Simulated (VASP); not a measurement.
# Li (P6_3/mmc) in VASP: a series of runs, part 2 of 2

VASP 6.6.1. The steps go on from the part before.

## 4. Single point, PBEsol

This run uses another cell than the first one, of 20.23 Å³/atom, 1.099 times its volume.

Contents of INCAR:

```
ALGO = Normal ; EDIFF = 1E-6
ENCUT = 520 ; GGA = PS
ISIF = 2 ; ISMEAR = 1
LASPH = True ; LCHARG = True
LELF = True ; LREAL = False
LVHAR = True ; LWAVE = False
NBANDS = 14 ; NELM = 100
PREC = Accurate ; SIGMA = 0.05
```

Contents of KPOINTS:

```
k-points
0
Gamma
  10 10 3
```

Contents of POSCAR:

```
Li
1.0
    3.0856367022      0.0000000000      0.0000000000
   -1.5428183511      2.6722397709      0.0000000000
    0.0000000000      0.0000000000      9.8121438235
Li
4
Direct
    0.0000000000      0.0000000000      0.0000000000
    0.3333333333      0.6666666667      0.2500000000
    0.0000000000      0.0000000000      0.5000000000
    0.6666666667      0.3333333333      0.7500000000
```

Potentials or basis: VASP PAW PBE potentials, release 64 (Li_sv).

Run with:

```
> cat potpaw_PBE.64/Li_sv/POTCAR > POTCAR
> mpirun -np 1 vasp_std > vasp.out
```

OUTCAR:

```text
EDIFF = 1E-6
   ENCUT = 520
   GGA = PS
   ISIF = 2
   ISMEAR = 1
   LASPH = True
   LREAL = False
   NELM = 100
   PREC = Accurate

 ion  position               nearest neighbor table
   1  0.000  0.000  0.000-
   2  0.333  0.667  0.250-
   3  0.000  0.000  0.500-
   4  0.667  0.333  0.750-

  LATTYP: Found a hexagonal cell.
 ALAT       =     3.0856367022
 C/A-ratio  =     3.1799413769

  Lattice vectors:

 A1 = (   3.0856367022,   0.0000000000,   0.0000000000)
 A2 = (  -1.5428183511,   2.6722397709,   0.0000000000)
 A3 = (   0.0000000000,   0.0000000000,   9.8121438235)

Analysis of symmetry for initial positions (statically):
=====================================================================
 Subroutine PRICEL returns:
 Original cell was already a primitive cell.

 Routine SETGRP: Setting up the symmetry group for a
 hexagonal supercell.

 Subroutine GETGRP returns: Found 24 space group operations
 (whereof 12 operations were pure point group operations)
 out of a pool of 24 trial point group operations.

[... 176 lines left out ...]
 k-point     1 :       0.0000    0.0000    0.0000
  band No.  band energies     occupation
      1     -45.2766      2.00000
      2     -45.2665      2.00000
      3     -45.2657      2.00000
      4     -45.2555      2.00000
      5      -2.9248      2.00000
      6      -1.7706      2.00000
      7      -1.7688      2.00000
      8       0.7638     -0.00000
      9       3.7859      0.00000
     10       9.0428      0.00000
     11       9.0504      0.00000
     12      12.8819      0.00000
     13      12.8819      0.00000
     14      13.4813      0.00000
[... 377 lines left out ...]
      1     -45.2576      2.00000
      2     -45.2564      2.00000
      3     -45.2528      2.00000
      4     -45.2516      2.00000
      5       0.3858      2.00000
      6       0.7026     -0.00177
      7       1.7588      0.00000
      8       2.1563      0.00000
      9       4.0705      0.00000
     10       4.3259      0.00000
     11       5.2545      0.00000
     12       6.1206      0.00000
     13       7.2992      0.00000
     14       8.1521      0.00000

 [... further k-points ...]
[... 5 lines left out ...]
  --------------------------------------------------------------------------------------
  -------------------------------------------------------------------------------------
  Total       -0.0494812     -0.0494812     -0.0307866      0.0000000      0.0000000      0.0000000
  in kB       -0.9798658     -0.9798658     -0.6096602      0.0000000      0.0000000      0.0000000
  external PRESSURE =      -0.8564639 kB  Pullay stress =       0.0000000 kB

 VOLUME and BASIS-vectors are now :
 -----------------------------------------------------------------------------
  energy-cutoff  :      520.00
  volume of cell :       80.91
      direct lattice vectors                 reciprocal lattice vectors
     3.085636702  0.000000000  0.000000000     0.324082222  0.187108958  0.000000000
    -1.542818351  2.672239771  0.000000000     0.000000000  0.374217917  0.000000000
     0.000000000  0.000000000  9.812143823     0.000000000  0.000000000  0.101914527

 POSITION                                       TOTAL-FORCE (eV/Angst)
 -----------------------------------------------------------------------------------
      0.00000      0.00000      0.00000         0.000000      0.000000      0.000000
     -0.00000      1.78149      2.45304         0.000000     -0.000000     -0.000000
      0.00000      0.00000      4.90607        -0.000000      0.000000      0.000000
      1.54282      0.89075      7.35911        -0.000000      0.000000     -0.000000
 -----------------------------------------------------------------------------------
    total drift:                               -0.000000      0.000000     -0.000000

  FREE ENERGIE OF THE ION-ELECTRON SYSTEM (eV)
  ---------------------------------------------------
  free  energy   TOTEN  =        -7.8715377177 eV

  energy  without entropy=       -7.8718255497  energy(sigma->0) =       -7.87163366
```

OSZICAR:

```text
N       E                     dE             d eps       ncg     rms          rms(c)
DAV:   1     0.415995356045E+02    0.41600E+02   -0.48960E+03   784   0.814E+02
DAV:   2     0.257697701803E+01   -0.39023E+02   -0.37375E+02   934   0.187E+02
DAV:   3    -0.762098446020E+01   -0.10198E+02   -0.10093E+02  1538   0.465E+01
DAV:   4    -0.786808184750E+01   -0.24710E+00   -0.24695E+00  1006   0.132E+01
DAV:   5    -0.788106839060E+01   -0.12987E-01   -0.12986E-01  1284   0.213E+00    0.680E-01
DAV:   6    -0.787421923243E+01    0.68492E-02   -0.32276E-03  1320   0.388E-01    0.386E-01
DAV:   7    -0.787134076461E+01    0.28785E-02   -0.61458E-03  1250   0.427E-01    0.455E-02
DAV:   8    -0.787153896739E+01   -0.19820E-03   -0.20413E-03  1188   0.243E-01    0.240E-02
DAV:   9    -0.787153573750E+01    0.32299E-05   -0.24608E-05  1140   0.362E-02    0.643E-03
DAV:  10    -0.787153965861E+01   -0.39211E-05   -0.36753E-06  1102   0.187E-02    0.950E-03
DAV:  11    -0.787153753858E+01    0.21200E-05   -0.57699E-07   806   0.820E-03    0.339E-04
DAV:  12    -0.787153771774E+01   -0.17916E-06   -0.24127E-07   662   0.471E-03
   1 F= -.78715377E+01 E0= -.78716337E+01  d E =0.287832E-03
```

stdout:

```text
POSCAR found type information on POSCAR Li
 POSCAR found :  1 types and       4 ions
 scaLAPACK will be used
 -----------------------------------------------------------------------------
|                                                                             |
|                                                                             |
|     You enforced a specific xc type in the INCAR file but a different       |
|     I HOPE YOU KNOW WHAT YOU ARE DOING!                                     |
|                                                                             |
 -----------------------------------------------------------------------------

 LDA part: xc-table for (Slater+PW92), standard interpolation
 POSCAR, INCAR and KPOINTS ok, starting setup
 FFT: planning ... GRIDC
 FFT: planning ... GRID_SOFT
 FFT: planning ... GRID
 WAVECAR not read
 entering main loop
```

It took 22 s on 1 thread of Intel Xeon Platinum 8259CL at 2.50GHz (Skylake/Cascade Lake), shared host; peak memory 0.19 GiB.

What came out:

```yaml
Free_energy: -7.8715 eV
Band_gap_on_the_k_mesh: zero (band 6 reaches 2.10 eV, above the bottom of band 7 at -1.77 eV)
```

Levels at points of the mesh, in eV from the Fermi level:
```tsv
k point	band 4	band 5	band 6	band 7	band 8	band 9
(0.00, 0.00, 0.00)	-45.83	-3.50	-2.35	-2.34	0.19	3.21
(0.50, 0.00, 0.00)	-45.83	-0.05	0.50	0.72	1.29	3.37
```

Caveat: the cutoff is under 1.25 times the usual one of these potentials, so pressure, stress and relaxed cells hold a basis-set (Pulay) error; the PAW data sets were made with another functional, which shifts forces and pressure a little.

## 5. Relaxation of cell and atoms, LDA

This run uses another cell than the first one, of 20.37 Å³/atom, 1.107 times its volume.

Contents of INCAR:

```
SYSTEM = Li
  ALGO = Normal
  EDIFF = 1E-6
  EDIFFG = -0.01
  ENCUT = 600
  GGA = CA
  IBRION = 2
  ISIF = 3
  ISMEAR = 1
  LASPH = .True.
  LCHARG = .False.
  LREAL = .False.
  LWAVE = .False.
  NELM = 100
  NSW = 80
  PREC = Accurate
  SIGMA = 0.05
```

Contents of KPOINTS:

```
k-points
0
Gamma
  10 10 3
  0 0 0
```

Contents of POSCAR:

```
Li
1.0
    3.0343860000      0.0000000000      0.0000000000
   -1.5171930000      2.6278550000      0.0000000000
    0.0000000000      0.0000000000     10.2162080000
Li
4
Direct
    0.0000000000      0.0000000000      0.0000000000
    0.3333333333      0.6666666667      0.2500000000
    0.0000000000      0.0000000000      0.5000000000
    0.6666666667      0.3333333333      0.7500000000
```

Potentials or basis: VASP PAW LDA potentials, release 64 (Li_sv).

Run with:

```
> cat potpaw_LDA.64/Li_sv/POTCAR > POTCAR
> mpirun -np 1 vasp_std > vasp.out
```

Run time: 1.8 min. Hardware: 1 thread of Intel Xeon Platinum 8259CL at 2.50GHz (Skylake/Cascade Lake), shared host; peak memory 0.17 GiB.

Results (log left out):

- Free energy: -8.1931 eV
- Relaxed volume: 18.72 Å³/atom
- Relaxed cell: a = 3.012 Å, b = 3.012 Å, c = 9.535 Å, α = 90.00°, β = 90.00°, γ = 120.00°
- Space group after relaxing (to 0.05 Å): P6_3/mmc (No. 194)
- Energy gained by relaxing: 7.9 meV/atom
- Ionic steps: 15
- Pressure after relaxing: 0.0 GPa
- Band gap on the k mesh: zero (band 6 reaches 2.33 eV, above the bottom of band 7 at -1.59 eV)

Step by step:
| step | energy change (eV) | largest force (eV/Å) | pressure (GPa) | volume (Å³) |
| --- | --- | --- | --- | --- |
| 1 | 0.0000 | 0.0000 | -1.07 | 81.46 |
| 2 | -0.0122 | 0.0000 | -0.84 | 79.87 |
| 3 | -0.0261 | 0.0000 | -0.37 | 76.92 |
| 4 | -0.0217 | 0.0000 | 0.85 | 71.20 |
| 5 | -0.0287 | 0.0000 | 0.04 | 74.74 |
| 6 | -0.0289 | 0.0000 | 0.03 | 74.82 |
| 7 | -0.0294 | 0.0000 | -0.02 | 75.04 |
| 8 | -0.0308 | 0.0000 | -0.10 | 75.49 |
| 9 | -0.0302 | 0.0000 | -0.28 | 76.37 |
| 10 | -0.0311 | 0.0000 | -0.17 | 75.84 |
| 11 | -0.0312 | 0.0000 | -0.17 | 75.83 |
| 12 | -0.0312 | 0.0000 | -0.17 | 75.82 |
| 13 | -0.0313 | 0.0000 | -0.15 | 75.73 |
| 14 | -0.0315 | 0.0000 | -0.11 | 75.45 |
| 15 | -0.0317 | 0.0000 | 0.00 | 74.89 |

Final structure:
```xyz
4
Lattice="3.0115 0.0000 0.0000 -1.5058 2.6081 0.0000 0.0000 0.0000 9.5352" Properties=species:S:1:pos:R:3 pbc="T T T"
Li    0.0000    0.0000    9.5352
Li    0.0000    1.7387    2.3838
Li    0.0000    0.0000    4.7676
Li    1.5058    0.8694    7.1514
```

Levels at points of the mesh, in eV from the Fermi level:
```tsv
k point	band 4	band 5	band 6	band 7	band 8	band 9
(0.00, 0.00, 0.00)	-45.41	-3.54	-2.37	-2.36	0.17	3.54
(0.50, 0.00, 0.00)	-45.41	-0.10	0.52	0.70	1.34	3.66
```

Caveat: the cutoff is under 1.25 times the usual one of these potentials, so pressure, stress and relaxed cells hold a basis-set (Pulay) error.

## 6. Summary

```csv
task,level,potentials or basis,cell,cutoff (eV),gap on the mesh (eV)
single point,PBEsol+D3(BJ),"VASP PAW PBE potentials, release 64 (Li_sv)","a = 2.957, b = 2.957, c = 9.724 Å, angles 90.0, 90.0, 120.0°, 4 atoms",520,none
single point,LDA,"VASP PAW LDA potentials, release 64 (Li_sv)","a = 2.987, b = 2.987, c = 9.822 Å, angles 90.0, 90.0, 120.0°, 4 atoms",520,none
single point,PBEsol,"VASP PAW PBE potentials, release 64 (Li_sv)","a = 3.086, b = 3.086, c = 9.812 Å, angles 90.0, 90.0, 120.0°, 4 atoms",520,none
relaxation of cell and atoms,LDA,"VASP PAW LDA potentials, release 64 (Li_sv)","relaxed from a = 3.034, b = 3.034, c = 10.216 Å, angles 90.0, 90.0, 120.0°, 4 atoms",600,none
```

Alike in all rows: no spin polarisation; k mesh 10 × 10 × 3; smearing methfessel-paxton 0.05 eV.

Caveats: the cutoff is under 1.25 times the usual one of these potentials, so pressure, stress and relaxed cells hold a basis-set (Pulay) error; the PAW data sets were made with another functional, which shifts forces and pressure a little (some runs); pairwise dispersion overbinds metals, which lowers pressure and volume (some runs).

Total energies depend on the potentials used, so only differences within one code and one set of settings carry meaning.
